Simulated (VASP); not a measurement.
# Ba5Na4Al2O10 in VASP: further runs, part 3 of 3

VASP 6.6.1. The steps go on from the part before.

### 5 Single point, PBE

INCAR reads:

```
  ALGO = Normal
  EDIFF = 1E-6
  ENCUT = 520
  GGA = PE
  ISIF = 2
  ISMEAR = -1
  ISYM = 0
  LASPH = T
  LCHARG = F
  LREAL = Auto
  LWAVE = F
  NBANDS = 88
  NELM = 80
  PREC = Accurate
  SIGMA = 0.2111
```

KPOINTS reads:

```
k-points
0
Gamma
  1 1 1
```

POSCAR reads:

```
Ba5Na4Al2O10
1.0
    6.9327090000     -0.0765500000      0.0671430000
   -0.0765500000      7.2143380000     -0.0554530000
    0.0671430000     -0.0554530000      6.7389310000
Ba O Al Na
5 10 2 4
Direct
    0.7078011809      0.9262560178      0.0932827151
    0.3840693522      0.6019393784      0.8502808199
    0.9519997886      0.7325058938      0.7270575300
    0.3793851801      0.1145543627      0.6328594734
    0.8875022160      0.1661859343      0.5637063130
    1.0354974584      0.1725165727      0.2314849574
    0.6559900660      0.3824030853      0.7184475189
    0.1029540865      0.4769541766      0.5257155614
    0.4573819014      0.5914959536      0.3186689747
    0.2047170535      0.8702873882      0.4714674671
    0.5832642916     -0.2014814339      0.7648450675
    0.6523777616      0.0394118184      0.4157513860
    0.4017162932      1.0404583380      0.1425304843
    0.0681892292      0.6738369086      0.1407016704
    0.0379698198      0.9619049417      0.9298826635
    0.1553780450     -0.0200620499      0.1438047000
    0.2166532527      0.6375166704      0.3707452210
    0.8701330320      0.3927929877      0.2478620433
    0.1152643755      0.3146004497      0.8933960509
    0.3962294037      0.3102805482      0.1700970015
    0.6503507340      0.6804801705      0.5072512491
```

Potentials or basis: VASP PAW PBE potentials, release 64 (Ba_sv, O, Al, Na_pv).

The run is started by

```bash
cat potpaw_PBE.64/Ba_sv/POTCAR potpaw_PBE.64/O/POTCAR potpaw_PBE.64/Al/POTCAR potpaw_PBE.64/Na_pv/POTCAR > POTCAR
mpirun -np 1 vasp_gam > vasp.out
```

OUTCAR:

```text
EDIFF = 1E-6
   ENCUT = 520
   GGA = PE
   ISIF = 2
   ISMEAR = -1
   ISYM = 0
   LASPH = T
   LREAL = Auto
   NELM = 80
   PREC = Accurate

 ion  position               nearest neighbor table
   1  0.708  0.926  0.093-  13 2.31  12 2.34  15 2.53  11 2.54   6 3.01  16 3.14  14 3.15   3 3.28
                             9 3.31  21 3.34  20 3.58   2 3.60  18 3.67   5 3.81  16 3.87   4 4.15
   2  0.384  0.602  0.850-  11 2.04   7 2.62  19 2.77  14 2.96  21 2.98  20 3.04   8 3.07   9 3.21
                             3 3.29  17 3.47   1 3.60  17 3.68  16 3.71   4 3.79   4 4.00   3 4.10
   3  0.952  0.733  0.727-  15 2.21   8 2.51  21 2.60  11 2.62  10 2.62  14 2.96  17 3.07   7 3.22
                             1 3.28   2 3.29   5 3.38  19 3.45  16 3.60   4 4.05   2 4.10   5 4.23
   4  0.379  0.115  0.633-  10 2.38  12 2.43   7 2.76  11 2.87  19 2.90  15 3.25  13 3.34  20 3.44
                             5 3.48   5 3.56  21 3.76  16 3.78   2 3.79  16 3.88  17 3.99   2 4.00
   5  0.888  0.166  0.564-  12 2.11   6 2.45   7 2.47   8 2.68  18 2.71  19 2.93  15 3.10  10 3.14
                             3 3.38   4 3.48   4 3.56  16 3.61   1 3.81   1 4.15   3 4.23
   6  0.035  0.173  0.231-  16 1.72  18 1.98   5 2.45   1 3.01
   7  0.656  0.382  0.718-   5 2.47   2 2.62   4 2.76   3 3.22
   8  0.103  0.477  0.526-  17 1.74   3 2.51   5 2.68   2 3.07
   9  0.457  0.591  0.319-  17 1.74  21 1.95  20 2.28   2 3.21   1 3.31
  10  0.205  0.870  0.471-  17 1.80   4 2.38  16 2.39   3 2.62   5 3.14
  11  0.583  0.799  0.765-  21 1.97   2 2.04   1 2.54   3 2.62   4 2.87
  12  0.652  0.039  0.416-   5 2.11   1 2.34   4 2.43
  13  0.402  0.040  0.143-  16 1.75  20 1.95   1 2.31   4 3.34
  14  0.068  0.674  0.141-  17 1.90  16 2.28   3 2.96   2 2.96   1 3.15
  15  0.038  0.962  0.930-  16 1.67   3 2.21   1 2.53   5 3.10   4 3.25
  16  0.155  0.980  0.144-  15 1.67   6 1.72  13 1.75  14 2.28  10 2.39  20 2.89  17 2.97  19 2.99
                             1 3.14   3 3.60   5 3.61   2 3.71   4 3.78   1 3.87   4 3.88
  17  0.217  0.638  0.371-   9 1.74   8 1.74  10 1.80  14 1.90  16 2.97  20 2.99  18 3.07   3 3.07
                             2 3.47   2 3.68   4 3.99
  18  0.870  0.393  0.248-   6 1.98   5 2.71  17 3.07   1 3.67
  19  0.115  0.315  0.893-  20 2.72   2 2.77   4 2.90   5 2.93  16 2.99   3 3.45
  20  0.396  0.310  0.170-  13 1.95   9 2.28  19 2.72  16 2.89  17 2.99   2 3.04   4 3.44   1 3.58

  21  0.650  0.680  0.507-   9 1.95  11 1.97   3 2.60   2 2.98   1 3.34   4 3.76

IMPORTANT INFORMATION: All symmetrisations will be switched off!
NOSYMM: (Re-)initialisation of all symmetry stuff for point group C_1.

----------------------------------------------------------------------------------------

                                     Primitive cell

  volume of cell :     336.9542

  direct lattice vectors                    reciprocal lattice vectors
     6.932709000 -0.076550000  0.067143000     0.144274342  0.001519915 -0.001424963
    -0.076550000  7.214338000 -0.055453000     0.001519915  0.138637637  0.001125671
     0.067143000 -0.055453000  6.738931000    -0.001424963  0.001125671  0.148414949

  length of vectors
     6.933456725  7.214957222  6.739493619     0.144289384  0.138650538  0.148426058

  position of ions in fractional coordinates (direct lattice)
     0.707801181  0.926256018  0.093282715
     0.384069352  0.601939378  0.850280820
     0.951999789  0.732505894  0.727057530
     0.379385180  0.114554363  0.632859473
     0.887502216  0.166185934  0.563706313
     0.035497458  0.172516573  0.231484957
[... 13 lines left out ...]
     0.396229404  0.310280548  0.170097001
     0.650350734  0.680480170  0.507251249

  ion indices of the primitive-cell ions
   primitive index   ion index
                 1           1
                 2           2
                 3           3
                 4           4
                 5           5
[... 51 lines left out ...]
   ions per type =               5  10   2   4
   NGX,Y,Z   is equivalent  to a cutoff of  12.95, 12.44, 12.33 a.u.
   NGXF,Y,Z  is equivalent  to a cutoff of  25.90, 24.89, 24.67 a.u.
 SYSTEM =  unknown system
   PREC   = accura    normal or accurate (medium, high low for compatibility)
   ISTART =      0    job   : 0-new  1-cont  2-samecut
   ICHARG =      2    charge: 1-file 2-atom 10-const
   ISPIN  =      1    spin polarized calculation?
   LNONCOLLINEAR =      F non collinear calculations
   LSORBIT =      F    spin-orbit coupling
   LASPH  =      T    aspherical Exc in radial PAW
   ENCUT  =  520.0 eV  38.22 Ry    6.18 a.u.  12.89 13.42 12.53*2*pi/ulx,y,z
   NELM   =     80;   NELMIN=  2; NELMDL= -5     # of ELM steps
   EDIFF  = 0.1E-05   stopping-criterion for ELM
   LREAL  =      T    real-space projection
   EDIFFG = 0.1E-04   stopping-criterion for IOM
   NSW    =      0    number of steps for IOM
   IBRION =     -1    ionic relax: 0-MD 1-quasi-New 2-CG
   NFREE  =      0    steps in history (QN), initial steepest desc. (CG)
   ISIF   =      2    stress and relaxation
   ISYM   =      0    0-nonsym 1-usesym 2-fastsym
   POTIM  = 0.5000    time-step for ionic-motion
   TEBEG  =    0.0;   TEEND  =   0.0 temperature during run
   PSTRESS=    0.0 pullay stress
   NELECT =     144.0000    total number of electrons
   NUPDOWN=      -1.0000    fix difference up-down
   EMIN   =  10.00;   EMAX   =-10.00  energy-range for DOS
   EFERMI =   0.00;   METHOD = LEGACY
   ISMEAR =    -1;   SIGMA  =   0.21  broadening in eV -4-tet -1-fermi 0-gaus
   EFERMI_NEDOS =   21; number of points for ismear=-14 and -15
   IALGO  =     38    algorithm
   IMIX   =      4    mixing-type and parameters
     AMIX     =   0.40;   BMIX     =  1.00
     AMIX_MAG =   1.60;   BMIX_MAG =  1.00
  volume/ion in A,a.u.               =      16.05       108.28
  Fermi-wavevector in a.u.,A,eV,Ry     =   1.233120  2.330259 20.688815  1.520585
  Thomas-Fermi vector in A             =   2.367863
   LORBIT       =      0    0 simple, 1 ext, 2 COOP (PROOUT), +10 PAW based schemes
   GGA     = PE    functional components
   LHFCALC =     F    Hartree Fock is set to
   AEXX    =    0.0000 exact exchange contribution
   IVDW    =     0    specifies the selected vdW correction
   LEPSILON=     F    determine dielectric tensor
   LRPA    =     F    only Hartree local field effects (RPA)
 non-spin polarized calculation
  energy-cutoff  :      520.00
  volume of cell :      336.95
 maximum number of plane-waves:      4544
 NGX is ok and might be reduce to    50
   NGX = 25   NGY = 27   NGZ = 25

 number of electron     144.0000004 magnetization

 Free energy of the ion-electron system (eV)
  ---------------------------------------------------
  ext. energy  EPLUGINS =         0.00000000
  ---------------------------------------------------
  free energy    TOTEN  =      -106.95073796 eV

  energy without entropy =     -106.85822651  energy(sigma->0) =     -106.90448223

 E-fermi :   3.5456     XC(G=0):  -9.6503

 val. band max:        2.5651170350   @ k =   0.0000   0.0000   0.0000
 cond. band min:       4.3764021307   @ k =   0.0000   0.0000   0.0000
 fundamental gap:      1.8112850956
 Fermi energy:         3.5455517976

 k-point     1 :       0.0000    0.0000    0.0000
  band No.  band energies     occupation
      1     -24.0712      2.00000
      2     -23.6814      2.00000
      3     -23.5006      2.00000
      4     -22.8649      2.00000
      5     -22.7114      2.00000
      6     -22.6892      2.00000
[... 76 lines left out ...]
     83       7.7381      0.00000
     84       8.1427      0.00000
 [bands above 84 left out]

------------------------ aborting loop because EDIFF is reached ----------------------------------------

  FORCE on cell =-STRESS in cart. coord.  units (eV):
  Direction    XX          YY          ZZ          XY          YZ          ZX
  --------------------------------------------------------------------------------------
  -------------------------------------------------------------------------------------
  Total       36.5891822     29.5060634     36.4743454      4.8878612     12.1541781      2.5321087
  in kB      173.9772096    140.2978218    173.4311740     23.2411987     57.7916711     12.0398757
  external PRESSURE =     162.5687351 kB  Pullay stress =       0.0000000 kB

 VOLUME and BASIS-vectors are now :
 -----------------------------------------------------------------------------
  energy-cutoff  :      520.00
  volume of cell :      336.95
      direct lattice vectors                 reciprocal lattice vectors
     6.932709000 -0.076550000  0.067143000     0.144274342  0.001519915 -0.001424963
    -0.076550000  7.214338000 -0.055453000     0.001519915  0.138637637  0.001125671
     0.067143000 -0.055453000  6.738931000    -0.001424963  0.001125671  0.148414949

 POSITION                                       TOTAL-FORCE (eV/Angst)
 -----------------------------------------------------------------------------------
      4.84234      6.62297      0.62479         0.254947     -0.763769      0.709848
      2.67365      4.26604      5.72239        -1.188251     -1.867211      1.029676
      6.59268      5.17135      4.92289        -1.083839     -1.936724     -0.025105
      2.66389      0.76230      4.28392         1.464695      0.305040     -0.234469
      6.17792      1.09972      3.84915         2.463704      0.254020      3.359440
      0.24843      1.22904      1.55278         0.490538      0.212853     -0.478090
[... 13 lines left out ...]
      2.73461      2.19870      1.15567         0.303964      1.426959      1.221446
      4.49066      4.83130      3.42426         0.175741     -0.367136     -1.520637
 -----------------------------------------------------------------------------------
    total drift:                                0.001586     -0.010955     -0.002799

  FREE ENERGIE OF THE ION-ELECTRON SYSTEM (eV)
  ---------------------------------------------------
  free  energy   TOTEN  =      -106.9507379590 eV

  energy  without entropy=     -106.8582265107  energy(sigma->0) =     -106.90448223
```

Run time: 43 s. Hardware: 1 thread of Intel Xeon Platinum 8559C (Emerald Rapids), shared host; peak memory 0.36 GiB.

Results:

* Free energy: -106.9507 eV
* Pressure: 16.3 GPa
* Largest force: 4.174 eV/Å
* Band gap on the k mesh: 1.81 eV

Forces in eV/Å, atoms in the order of the input:
```
Ba   0.255 -0.764  0.710
Ba  -1.188 -1.867  1.030
Ba  -1.084 -1.937 -0.025
Ba   1.465  0.305 -0.234
Ba   2.464  0.254  3.359
O    0.491  0.213 -0.478
O   -0.429  0.330  0.701
O    0.529 -0.471  0.882
O   -0.657 -1.247 -2.145
O   -1.488 -1.191 -0.460
O    1.366  3.468 -0.018
O   -1.922 -0.824  0.079
O   -2.261 -0.936 -1.820
O    0.791 -0.388  0.859
O    1.282  2.579 -2.735
Al   1.981 -1.209  2.403
Al   0.298  1.102 -2.101
Na  -0.781  2.147 -0.527
Na  -1.591 -0.626  0.818
Na   0.304  1.427  1.221
Na   0.176 -0.367 -1.521
```

Stress tensor (GPa, compression positive):
```
17.40  2.32  1.20
 2.32 14.03  5.78
 1.20  5.78 17.34
```

Levels at points of the mesh, in eV from the valence-band top:
| k point | band 69 | band 70 | band 71 | band 72 | band 73 | band 74 | band 75 | band 76 |
| --- | --- | --- | --- | --- | --- | --- | --- | --- |
| (0.00, 0.00, 0.00) | -0.38 | -0.32 | -0.19 | 0.00 | 1.81 | 3.33 | 3.58 | 4.14 |

Caveat: the k points lie up to 0.93 Å⁻¹ apart; spin-orbit coupling is left out, which moves the levels of the heavy elements.

### 6 Single point, PBE

INCAR reads:

```
SYSTEM = Ba5Na4Al2O10
PREC = Accurate
ENCUT = 520
EDIFF = 1E-7
ISMEAR = -1
SIGMA = 0.2111
LREAL = Auto
LASPH = .TRUE.
NELM = 60
ALGO = Normal
ISIF = 2
LWAVE = .FALSE.
LCHARG = .TRUE.
GGA = PE
LELF = .TRUE.
LVHAR = .TRUE.
NBANDS = 88
ISYM = 0
```

KPOINTS reads:

```
regular mesh
0
G
  1 1 1
  0 0 0
```

POSCAR reads:

```
Ba5Na4Al2O10
1.0
    6.9327090000     -0.0765500000      0.0671430000
   -0.0765500000      7.2143380000     -0.0554530000
    0.0671430000     -0.0554530000      6.7389310000
Ba O Al Na
5 10 2 4
Direct
    0.6861590798      0.9678258067      0.1124739317
    0.3945941395      0.6839141110      0.8478960320
    1.0019399898      0.7659631883      0.7509211327
    0.4300379964      0.1258524415      0.6739156187
    0.9512414387      0.2381432482      0.5998656988
    1.1568830623      0.1632650353      0.2779786492
    0.7349409509      0.4903179208      0.8313613034
    0.1643109087      0.5037036804      0.5683660439
    0.4883044606      0.6082947094      0.2180753209
    0.2690277949      0.8365004723      0.5325603018
    0.7193283740     -0.0718718840      0.7058653106
    0.6597152148      0.1915272125      0.3313048464
    0.3550846864      0.9635085523      0.0614327389
    0.0585057011      0.7255941724      0.1625520614
    0.0216403798      1.0980558535      0.9201215284
    0.0986978740     -0.0132729933      0.1413596758
    0.2724613169      0.6712420594      0.3502458351
    0.7229748796      0.4296784819      0.1864294587
   -0.0052867983      0.3874580267      1.0442152741
    0.3774155974      0.3410824385      0.2701897718
    0.7125741500      0.6747799845      0.4827932217
```

Potentials or basis: VASP PAW PBE potentials, release 64 (Ba_sv, O, Al, Na_pv).

The run is started by

```bash
cat potpaw_PBE.64/Ba_sv/POTCAR potpaw_PBE.64/O/POTCAR potpaw_PBE.64/Al/POTCAR potpaw_PBE.64/Na_pv/POTCAR > POTCAR
mpirun -np 1 vasp_gam > vasp.out
```

OUTCAR:

```text
SYSTEM = Ba5Na4Al2O10
   PREC = Accurate
   ENCUT = 520
   EDIFF = 1E-7
   ISMEAR = -1
   LREAL = Auto
   LASPH = .TRUE.
   NELM = 60
   ISIF = 2
   GGA = PE
   ISYM = 0

 ion  position               nearest neighbor table
   1  0.686  0.968  0.112-  12 2.18  13 2.33  11 2.76  15 2.79  16 2.87   9 3.00  14 3.18  21 3.31
                             2 3.36  18 3.37   3 3.56  20 3.61   4 3.69  19 3.70  17 3.88   5 4.22
   2  0.395  0.684  0.848-  13 2.48  10 2.58   9 2.66   7 2.77   8 2.78   3 2.89  11 2.98  14 3.14
                            21 3.27   1 3.36   4 3.42  17 3.47  17 3.48  16 3.58  19 3.70   4 4.19
   3  0.002  0.766  0.751-  11 2.33  10 2.39   8 2.51  15 2.64   7 2.74  21 2.79  14 2.83   2 2.89
[... 287 lines left out ...]
  external PRESSURE =     130.1267293 kB  Pullay stress =       0.0000000 kB

 VOLUME and BASIS-vectors are now :
 -----------------------------------------------------------------------------
  energy-cutoff  :      520.00
  volume of cell :      336.95
      direct lattice vectors                 reciprocal lattice vectors
     6.932709000 -0.076550000  0.067143000     0.144274342  0.001519915 -0.001424963
    -0.076550000  7.214338000 -0.055453000     0.001519915  0.138637637  0.001125671
     0.067143000 -0.055453000  6.738931000    -0.001424963  0.001125671  0.148414949

 POSITION                                       TOTAL-FORCE (eV/Angst)
 -----------------------------------------------------------------------------------
      4.69041      6.92346      0.75036         0.177085     -1.924920     -0.622565
      2.74018      4.85676      5.70248         3.856028     -2.253707      0.432865
      0.00523      5.48413      5.01806        -3.209348     -0.099259      1.340122
      3.01694      0.83765      4.56337         0.420156      0.951299     -0.497103
      6.61673      1.61196      4.09312        -1.771395     -0.757068     -0.561619
      1.09379      1.15042      1.87476        -1.977309      2.688518      3.720178
[... 13 lines left out ...]
      2.60854      2.41681      1.82722         0.641606     -1.307167      0.081996
      4.92083      4.78677      3.26394        -0.716864     -0.009368      0.130709
 -----------------------------------------------------------------------------------
    total drift:                                0.003976      0.006719     -0.003038

  FREE ENERGIE OF THE ION-ELECTRON SYSTEM (eV)
  ---------------------------------------------------
  free  energy   TOTEN  =      -109.0084646091 eV

  energy  without entropy=     -108.8695549633  energy(sigma->0) =     -108.93900979
```

stdout:

```text
POSCAR found type information on POSCAR BaO AlNa
 POSCAR found :  4 types and      21 ions
 scaLAPACK will be used
 LDA part: xc-table for (Slater+PW92), standard interpolation
 POSCAR, INCAR and KPOINTS ok, starting setup
 FFT: planning ... GRIDC
 FFT: planning ... GRID_SOFT
 FFT: planning ... GRID
 WAVECAR not read
 entering main loop
```

It took 47 s on 1 thread of Intel Xeon Platinum 8559C (Emerald Rapids), shared host; peak memory 0.35 GiB.

What came out:

```yaml
Free_energy: -109.0085 eV
Pressure: 13.0 GPa
Largest_force: 4.998 eV/Å
Band_gap_on_the_k_mesh: 1.61 eV
```

Forces on the atoms (eV/Å):
```
Ba   0.177 -1.925 -0.623
Ba   3.856 -2.254  0.433
Ba  -3.209 -0.099  1.340
Ba   0.420  0.951 -0.497
Ba  -1.771 -0.757 -0.562
O   -1.977  2.689  3.720
O    0.145 -0.261 -0.197
O    1.890  0.274 -2.248
O   -1.138  0.799  1.571
O    1.180  1.977 -0.593
O   -1.928 -0.111 -1.060
O   -0.303  1.609  2.481
O   -0.597 -0.480 -1.467
O    0.543  0.014  1.106
O   -0.227 -0.409  0.526
Al   3.678 -1.722 -2.774
Al  -1.438  0.305  0.088
Na  -0.331  1.041 -1.070
Na   1.106 -0.325 -0.386
Na   0.642 -1.307  0.082
Na  -0.717 -0.009  0.131
```

Levels at points of the mesh, in eV from the valence-band top:
```csv
k point,band 69,band 70,band 71,band 72,band 73,band 74,band 75,band 76
"(0.00, 0.00, 0.00)",-0.43,-0.23,-0.18,0.00,1.61,3.23,3.72,3.94
```

Caveat: the k points lie up to 0.93 Å⁻¹ apart; spin-orbit coupling is left out, which moves the levels of the heavy elements.
